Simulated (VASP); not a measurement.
# Na in VASP: a series of runs

Na is run at these levels: B3LYP+D3(BJ), LDA, PBEsol; tasks: single point.

All numbers are computed with VASP 6.6.1; they aren't measurements. Logs are shortened: lines on timing, memory, paths and dates and some standing lists are left out, and cuts for length are marked.

### Step 1. The cell of the first run

It takes space group Im-3m (No. 229, cubic). The conventional cell has a = 4.282 Å, b = 4.282 Å, c = 4.282 Å, α = 90.00°, β = 90.00°, γ = 90.00°. Within 4.9 Å of Na (site symmetry m-3m) lie 14 Na at 3.71 to 4.28 Å.

### Step 2. Single point, B3LYP+D3(BJ)

POSCAR reads:

```
Na
1.0
   -2.1410000000      2.1410000000      2.1410000000
    2.1410000000     -2.1410000000      2.1410000000
    2.1410000000      2.1410000000     -2.1410000000
Na
1
Direct
    0.0000000000      0.0000000000      0.0000000000
```

INCAR.step1 reads:

```
ALGO = Normal
EDIFF = 1E-5
ENCUT = 400
GGA = PE
GGA_COMPAT = False
ISIF = 2
ISMEAR = -1
LASPH = True
LREAL = False
LWAVE = True
NBANDS = 10
NELM = 120
PREC = Accurate
SIGMA = 0.05
```

INCAR.step2 reads:

```
AEXX = 0.2
AGGAC = 0.81
AGGAX = 0.72
ALDAC = 0.19
ALGO = Normal
EDIFF = 1E-6
ENCUT = 400
GGA = B3
GGA_COMPAT = False
ISIF = 2
ISMEAR = -1
ISTART = 1
IVDW = 12
LASPH = True
LCHARG = True
LELF = True
LHFCALC = True
LREAL = False
LVHAR = True
LWAVE = False
NBANDS = 10
NELM = 120
PREC = Accurate
PRECFOCK = Normal
SIGMA = 0.05
```

KPOINTS reads:

```
k-points
0
Gamma
  6 6 6
```

Potentials or basis: VASP PAW PBE potentials, release 64 (Na_pv).

Launch:

```bash
$ cat potpaw_PBE.64/Na_pv/POTCAR > POTCAR
$ cp INCAR.step1 INCAR
$ mpirun -np 1 vasp_std > vasp.out
$ cp INCAR.step2 INCAR
$ mpirun -np 1 vasp_std > vasp.out
```

OUTCAR:

```text
AEXX = 0.2
   EDIFF = 1E-6
   ENCUT = 400
   GGA = B3
   ISIF = 2
   ISMEAR = -1
   ISTART = 1
   IVDW = 12
   LASPH = True
   LHFCALC = True
   LREAL = False
   NELM = 120
   PREC = Accurate
   PRECFOCK = Normal
 IVDW          = 12

 ion  position               nearest neighbor table
   1  0.000  0.000  0.000-

  LATTYP: Found a body centered cubic cell.
 ALAT       =     4.2820000000

  Lattice vectors:

 A1 = (  -2.1410000000,   2.1410000000,   2.1410000000)
 A2 = (   2.1410000000,  -2.1410000000,   2.1410000000)
 A3 = (   2.1410000000,   2.1410000000,  -2.1410000000)

Analysis of symmetry for initial positions (statically):
=====================================================================
 Subroutine PRICEL returns:
 Original cell was already a primitive cell.

 Routine SETGRP: Setting up the symmetry group for a
 body centered cubic supercell.

 Subroutine GETGRP returns: Found 48 space group operations
 (whereof 48 operations were pure point group operations)
 out of a pool of 48 trial point group operations.

The static configuration has the point symmetry O_h .

Analysis of symmetry for dynamics (positions and initial velocities):
=====================================================================
 Subroutine PRICEL returns:
 Original cell was already a primitive cell.

 Routine SETGRP: Setting up the symmetry group for a
 body centered cubic supercell.

 Subroutine GETGRP returns: Found 48 space group operations
 (whereof 48 operations were pure point group operations)
 out of a pool of 48 trial point group operations.

The dynamic configuration has the point symmetry O_h .

 Subroutine INISYM returns: Found 48 space group operations
 (whereof 48 operations are pure point group operations),
 and found     1 'primitive' translations

----------------------------------------------------------------------------------------

                                     Primitive cell

  volume of cell :      39.2564

  direct lattice vectors                    reciprocal lattice vectors
    -2.141000000  2.141000000  2.141000000     0.000000000  0.233535731  0.233535731
     2.141000000 -2.141000000  2.141000000     0.233535731  0.000000000  0.233535731
     2.141000000  2.141000000 -2.141000000     0.233535731  0.233535731  0.000000000

  length of vectors
     3.708320779  3.708320779  3.708320779     0.330269398  0.330269398  0.330269398

  position of ions in fractional coordinates (direct lattice)
     0.000000000  0.000000000  0.000000000

  ion indices of the primitive-cell ions
   primitive index   ion index
                 1           1

----------------------------------------------------------------------------------------

 KPOINTS: k-points

Automatic generation of k-mesh.
 Grid dimensions read from file:
 generate k-points for:    6    6    6

 Generating k-lattice:

  Cartesian coordinates                     Fractional coordinates (reciprocal lattice)
     0.000000000  0.038922622  0.038922622     0.166666667  0.000000000  0.000000000
     0.038922622  0.000000000  0.038922622     0.000000000  0.166666667  0.000000000
     0.038922622  0.038922622  0.000000000     0.000000000  0.000000000  0.166666667

  Length of vectors
     0.055044900  0.055044900  0.055044900

  Shift w.r.t. Gamma in fractional coordinates (k-lattice)
     0.000000000  0.000000000  0.000000000

 Subroutine IBZKPT returns following result:
 ===========================================

 Found     16 irreducible k-points:

 Following reciprocal coordinates:
            Coordinates               Weight
  0.000000  0.000000  0.000000      1.000000
  0.166667  0.000000  0.000000     12.000000
  0.333333  0.000000  0.000000     12.000000
  0.500000  0.000000  0.000000      6.000000
  0.166667  0.166667  0.000000     24.000000
  0.333333  0.166667  0.000000     48.000000
[... 8 lines left out ...]
  0.500000  0.500000  0.333333     12.000000
  0.500000  0.500000  0.500000      1.000000
   k-points           NKPTS =     16   k-points in BZ     NKDIM =    216   number of bands    NBANDS=     10
   number of dos      NEDOS =    301   number of ions     NIONS =      1
   total plane-waves  NPLWV =  13824
   dimension x,y,z NGX =    24 NGY =   24 NGZ =   24
   dimension x,y,z NGXF=    48 NGYF=   48 NGZF=   48
   ions per type =               1
   NGX,Y,Z   is equivalent  to a cutoff of  10.76, 10.76, 10.76 a.u.
   NGXF,Y,Z  is equivalent  to a cutoff of  21.52, 21.52, 21.52 a.u.
 SYSTEM =  unknown system
   PREC   = accura    normal or accurate (medium, high low for compatibility)
   ISTART =      1    job   : 0-new  1-cont  2-samecut
   ICHARG =      0    charge: 1-file 2-atom 10-const
   ISPIN  =      1    spin polarized calculation?
   LNONCOLLINEAR =      F non collinear calculations
   LSORBIT =      F    spin-orbit coupling
   LASPH  =      T    aspherical Exc in radial PAW
   ENCUT  =  400.0 eV  29.40 Ry    5.42 a.u.   6.05  6.05  6.05*2*pi/ulx,y,z
   NELM   =    120;   NELMIN=  2; NELMDL=  0     # of ELM steps
   EDIFF  = 0.1E-05   stopping-criterion for ELM
   LREAL  =      F    real-space projection
   EDIFFG = 0.1E-04   stopping-criterion for IOM
   NSW    =      0    number of steps for IOM
   IBRION =     -1    ionic relax: 0-MD 1-quasi-New 2-CG
   NFREE  =      0    steps in history (QN), initial steepest desc. (CG)
   ISIF   =      2    stress and relaxation
   ISYM   =      3    0-nonsym 1-usesym 2-fastsym
   POTIM  = 0.5000    time-step for ionic-motion
   TEBEG  =    0.0;   TEEND  =   0.0 temperature during run
   PSTRESS=    0.0 pullay stress
   NELECT =       7.0000    total number of electrons
   NUPDOWN=      -1.0000    fix difference up-down
   EMIN   =  10.00;   EMAX   =-10.00  energy-range for DOS
   EFERMI =   0.00;   METHOD = LEGACY
   ISMEAR =    -1;   SIGMA  =   0.05  broadening in eV -4-tet -1-fermi 0-gaus
   EFERMI_NEDOS =   21; number of points for ismear=-14 and -15
   IALGO  =     38    algorithm
   IMIX   =      1    mixing-type and parameters
     AMIX     =   0.40;   BMIX     =  1.00
     AMIX_MAG =   1.60;   BMIX_MAG =  1.00
  volume/ion in A,a.u.               =      39.26       264.91
  Fermi-wavevector in a.u.,A,eV,Ry     =   0.921448  1.741284 11.552251  0.849066
  Thomas-Fermi vector in A             =   2.046866
   LORBIT       =      0    0 simple, 1 ext, 2 COOP (PROOUT), +10 PAW based schemes
   GGA     = B3    functional components
   LHFCALC =     T    Hartree Fock is set to
   PRECFOCK=normal    Normal, Fast or Accurate (Low or Medium for compatibility)
   ENCUT4O =  -1.0   cutoff for four orbital integrals eV
   NKREDX  =     1    reduce k-point grid by
   NKREDY  =     1    reduce k-point grid by
   NKREDZ  =     1    reduce k-point grid by
   AEXX    =    0.2000 exact exchange contribution
   HFSCREEN=    0.0000 screening length (either q_TF or 0.3 A-1)
   HFSCREENC=   0.0000 screening length for correlation (either q_TF or 0.3 A-1)
   ENCUTFOCK=  -1.0 apply spherical cutoff to Coloumb kernel
   IVDW    =    12    specifies the selected vdW correction
   LEPSILON=     F    determine dielectric tensor
   LRPA    =     F    only Hartree local field effects (RPA)
 non-spin polarized calculation
  energy-cutoff  :      400.00
  volume of cell :       39.26
 maximum number of plane-waves:       727
  NGX = 20; NGY = 20; NGZ = 20

 number of electron       6.9999970 magnetization

 Free energy of the ion-electron system (eV)
  ---------------------------------------------------
  ext. energy  EPLUGINS =         0.00000000
  ---------------------------------------------------
  free energy    TOTEN  =        -1.14903082 eV

  energy without entropy =       -1.13380155  energy(sigma->0) =       -1.14141619

 E-fermi :   0.4611     XC(G=0):  -5.1162

 val. band max:       -0.2592695460   @ k =   0.1667   0.1667   0.1667
 cond. band min:       0.4736428916   @ k =   0.3333   0.1667   0.0000
 fundamental gap:      0.7329124377
 Fermi energy:         0.4610771680

 k-point     1 :       0.0000    0.0000    0.0000
  band No.  band energies     occupation
      1     -27.6751      2.00000
      2     -27.6751      2.00000
      3     -27.6751      2.00000
      4      -3.5791      2.00000
      5      12.4916      0.00000
      6      12.4916      0.00000
      7      12.4916      0.00000
      8      13.5218      0.00000
      9      13.5218      0.00000
     10      14.1146      0.00000

 k-point     2 :       0.1667    0.0000    0.0000
  band No.  band energies     occupation
      1     -27.6822      2.00000
      2     -27.6775      2.00000
      3     -27.6751      2.00000
      4      -3.0258      2.00000
      5       8.8908      0.00000
      6      10.8884      0.00000
      7      11.2270      0.00000
      8      11.7023      0.00000
      9      12.4538      0.00000
     10      14.3416      0.00000

 k-point     3 :       0.3333    0.0000    0.0000
  band No.  band energies     occupation
      1     -27.6957      2.00000
      2     -27.6818      2.00000
      3     -27.6748      2.00000
      4      -1.3448      2.00000
      5       4.9952      0.00000
      6       9.5595      0.00000
      7      10.1541      0.00000
      8      10.4649      0.00000
      9      11.4056      0.00000
     10      15.5162      0.00000

 k-point     4 :       0.5000    0.0000    0.0000
  band No.  band energies     occupation
      1     -27.7026      2.00000
      2     -27.6843      2.00000
      3     -27.6748      2.00000
      4       1.4886      0.00000
      5       1.8713      0.00000
      6       9.1081      0.00000
      7       9.7919      0.00000
      8      10.0530      0.00000
      9      10.9790      0.00000
     10      16.7770      0.00000
[... 118 lines left out ...]
 k-point    14 :      -0.3333    0.3333    0.3333
  band No.  band energies     occupation
      1     -27.6931      2.00000
      2     -27.6895      2.00000
      3     -27.6895      2.00000
      4       1.1616      0.00000
      5       6.4531      0.00000
      6       6.5321      0.00000
      7       6.5321      0.00000
      8       8.0383      0.00000
      9      12.2771      0.00000
     10      16.0964      0.00000

 k-point    15 :       0.5000    0.5000    0.3333
  band No.  band energies     occupation
      1     -27.6965      2.00000
      2     -27.6919      2.00000
      3     -27.6898      2.00000
      4       3.3760      0.00000
      5       3.8169      0.00000
      6       6.1197      0.00000
      7       6.6809      0.00000
      8       8.6926      0.00000
      9       9.9626      0.00000
     10      16.1290      0.00000

 k-point    16 :       0.5000    0.5000    0.5000
  band No.  band energies     occupation
      1     -27.6943      2.00000
      2     -27.6943      2.00000
      3     -27.6943      2.00000
      4       5.5195      0.00000
      5       5.5195      0.00000
      6       5.7082      0.00000
      7       5.7082      0.00000
      8       5.7082      0.00000
      9       8.0349      0.00000
     10      19.9014      0.00000

------------------------ aborting loop because EDIFF is reached ----------------------------------------

 Edisp (eV)   -0.30746

 E8    (eV) :    -0.2235

  FORCE on cell =-STRESS in cart. coord.  units (eV):
  Direction    XX          YY          ZZ          XY          YZ          ZX
  --------------------------------------------------------------------------------------
  -------------------------------------------------------------------------------------
  Total      -0.39520    -0.39520    -0.39520     0.00000    -0.00000     0.00000
  in kB     -16.12950   -16.12950   -16.12950     0.00000    -0.00000     0.00000
  external pressure =      -16.13 kB  Pullay stress =        0.00 kB

 VOLUME and BASIS-vectors are now :
 -----------------------------------------------------------------------------
  energy-cutoff  :      400.00
  volume of cell :       39.26
      direct lattice vectors                 reciprocal lattice vectors
    -2.141000000  2.141000000  2.141000000     0.000000000  0.233535731  0.233535731
     2.141000000 -2.141000000  2.141000000     0.233535731  0.000000000  0.233535731
     2.141000000  2.141000000 -2.141000000     0.233535731  0.233535731  0.000000000

 POSITION                                       TOTAL-FORCE (eV/Angst)
 -----------------------------------------------------------------------------------
      0.00000      0.00000      0.00000         0.000000     -0.000000      0.000000
 -----------------------------------------------------------------------------------
    total drift:                                0.000000     -0.000000      0.000000

  FREE ENERGIE OF THE ION-ELECTRON SYSTEM (eV)
  ---------------------------------------------------
  free  energy   TOTEN  =        -1.4564860217 eV

  energy  without entropy=       -1.4412567512  energy(sigma->0) =       -1.44887139
```

Wall time 5 min (1 thread of Intel Xeon Platinum 8259CL at 2.50GHz (Skylake/Cascade Lake), shared host); peak memory 0.15 GiB.

Results:

| Item | Value |
| --- | --- |
| Free energy | -1.4565 eV |
| Pressure | -1.6 GPa |
| Band gap on the k mesh | zero (an odd number of electrons rules out a gap without spin polarisation) |
| Dispersion energy per atom | -0.307 eV |

Caveat: the PAW data sets were made with another functional, which shifts forces and pressure a little.

### Step 3. Single point, LDA

INCAR reads:

```
PREC = Accurate
ENCUT = 500
EDIFF = 1E-6
ISMEAR = -1
SIGMA = 0.05
LREAL = False
LASPH = True
NELM = 120
ALGO = Normal
ISIF = 2
LWAVE = False
LCHARG = False
GGA = CA
NBANDS = 10
GGA_COMPAT = False
```

KPOINTS reads:

```
Automatic mesh
0
Gamma
  9 9 9
```

POSCAR is that of step 2.

Potentials or basis: VASP PAW LDA potentials, release 64 (Na_pv).

Launch:

```bash
$ cat potpaw_LDA.64/Na_pv/POTCAR > POTCAR
$ mpirun -np 1 vasp_std > vasp.out
```

OUTCAR:

```text
PREC = Accurate
   ENCUT = 500
   EDIFF = 1E-6
   ISMEAR = -1
   LREAL = False
   LASPH = True
   NELM = 120
   ISIF = 2
   GGA = CA

 ion  position               nearest neighbor table
   1  0.000  0.000  0.000-

  LATTYP: Found a body centered cubic cell.
 ALAT       =     4.2820000000

  Lattice vectors:

 A1 = (  -2.1410000000,   2.1410000000,   2.1410000000)
 A2 = (   2.1410000000,  -2.1410000000,   2.1410000000)
[... 488 lines left out ...]
      8      10.1197      0.00000
      9      11.5441      0.00000
     10      12.2827      0.00000

 [... further k-points ...]

------------------------ aborting loop because EDIFF is reached ----------------------------------------

  FORCE on cell =-STRESS in cart. coord.  units (eV):
  Direction    XX          YY          ZZ          XY          YZ          ZX
  --------------------------------------------------------------------------------------
  -------------------------------------------------------------------------------------
  Total       -0.2816944     -0.2816944     -0.2816944      0.0000000      0.0000000     -0.0000000
  in kB      -11.4968481    -11.4968481    -11.4968481      0.0000000      0.0000000     -0.0000000
  external PRESSURE =     -11.4968481 kB  Pullay stress =       0.0000000 kB

 VOLUME and BASIS-vectors are now :
 -----------------------------------------------------------------------------
  energy-cutoff  :      500.00
  volume of cell :       39.26
      direct lattice vectors                 reciprocal lattice vectors
    -2.141000000  2.141000000  2.141000000     0.000000000  0.233535731  0.233535731
     2.141000000 -2.141000000  2.141000000     0.233535731  0.000000000  0.233535731
     2.141000000  2.141000000 -2.141000000     0.233535731  0.233535731  0.000000000

 POSITION                                       TOTAL-FORCE (eV/Angst)
 -----------------------------------------------------------------------------------
      0.00000      0.00000      0.00000         0.000000     -0.000000      0.000000
 -----------------------------------------------------------------------------------
    total drift:                               -0.000000     -0.000000     -0.000000

  FREE ENERGIE OF THE ION-ELECTRON SYSTEM (eV)
  ---------------------------------------------------
  free  energy   TOTEN  =        -1.4370556017 eV

  energy  without entropy=       -1.4337979824  energy(sigma->0) =       -1.43542679
```

OSZICAR:

```text
N       E                     dE             d eps       ncg     rms          rms(c)
DAV:   1     0.268311597572E+02    0.26831E+02   -0.37558E+03   700   0.565E+02
DAV:   2    -0.860761603938E+00   -0.27692E+02   -0.27535E+02   720   0.142E+02
DAV:   3    -0.143367321603E+01   -0.57291E+00   -0.57259E+00   858   0.227E+01
DAV:   4    -0.143817478071E+01   -0.45016E-02   -0.45013E-02   840   0.196E+00
DAV:   5    -0.143824022937E+01   -0.65449E-04   -0.65448E-04   832   0.224E-01    0.193E-01
DAV:   6    -0.143744700058E+01    0.79323E-03   -0.76962E-04   816   0.354E-01    0.129E-01
DAV:   7    -0.143707163135E+01    0.37537E-03   -0.12254E-03   818   0.370E-01    0.208E-02
DAV:   8    -0.143705527105E+01    0.16360E-04   -0.95964E-05   870   0.157E-01    0.287E-03
DAV:   9    -0.143705560169E+01   -0.33064E-06   -0.36306E-07   558   0.613E-03
   1 F= -.14370556E+01 E0= -.14354268E+01  d E =-.325762E-02
```

stdout:

```text
POSCAR found type information on POSCAR Na
 POSCAR found :  1 types and       1 ions
 scaLAPACK will be used
 LDA part: xc-table for (Slater(with rela. corr.)+CA(PZ))
 , standard interpolation
 POSCAR, INCAR and KPOINTS ok, starting setup
 FFT: planning ... GRIDC
 FFT: planning ... GRID_SOFT
 FFT: planning ... GRID
 WAVECAR not read
 entering main loop
```

Wall time 4.2 s (1 thread of Intel Xeon 6975P-C (Granite Rapids), shared host); peak memory 0.12 GiB.

What came out:

```
Free energy            : -1.4371 eV
Pressure               : -1.1 GPa
Band gap on the k mesh : zero (an odd number of electrons rules out a gap without spin polarisation)
```

### Step 4. Single point, PBEsol

This run uses another cell than the first one, of 36.18 Å³/atom.

INCAR reads:

```
ALGO = Normal
EDIFF = 1E-6
ENCUT = 500
GGA = PS
GGA_COMPAT = False
ISIF = 2
ISMEAR = -1
LASPH = True
LCHARG = True
LELF = True
LREAL = False
LVHAR = True
LWAVE = False
NBANDS = 10
NELM = 120
PREC = Accurate
SIGMA = 0.05
```

KPOINTS reads:

```
k-points
0
Gamma
  9 9 9
```

POSCAR reads:

```
Na
1.0
   -2.0553600000      2.0553600000      2.1410000000
    2.0553600000     -2.0553600000      2.1410000000
    2.0553600000      2.0553600000     -2.1410000000
Na
1
Direct
    0.0000000000      0.0000000000      0.0000000000
```

Potentials or basis: VASP PAW PBE potentials, release 64 (Na_pv).

Launch:

```bash
$ cat potpaw_PBE.64/Na_pv/POTCAR > POTCAR
$ mpirun -np 1 vasp_std > vasp.out
```

Run time: 13 s. Hardware: 1 thread of Intel Xeon Platinum 8259CL at 2.50GHz (Skylake/Cascade Lake), shared host; peak memory 0.16 GiB.

The run converged. Its results:

```yaml
Free_energy: -1.4055 eV
Pressure: 0.0 GPa
Band_gap_on_the_k_mesh: zero (an odd number of electrons rules out a gap without spin polarisation)
```

Stress tensor (GPa, compression positive):
```
 0.05  0.00  0.00
 0.00  0.05  0.00
 0.00  0.00 -0.18
```

Levels at points of the mesh, in eV from the Fermi level:
```csv
k point,band 1,band 2,band 3,band 4,band 5,band 6,band 7,band 8
"(0.00, 0.00, 0.00)",-24.78,-24.78,-24.78,-3.34,11.69,11.69,12.31,12.60
```

Caveat: the PAW data sets were made with another functional, which shifts forces and pressure a little.

(Part 1 of 2 ends here.)

The gap in the log of VASP goes by the Fermi energy; the results here count the filled bands.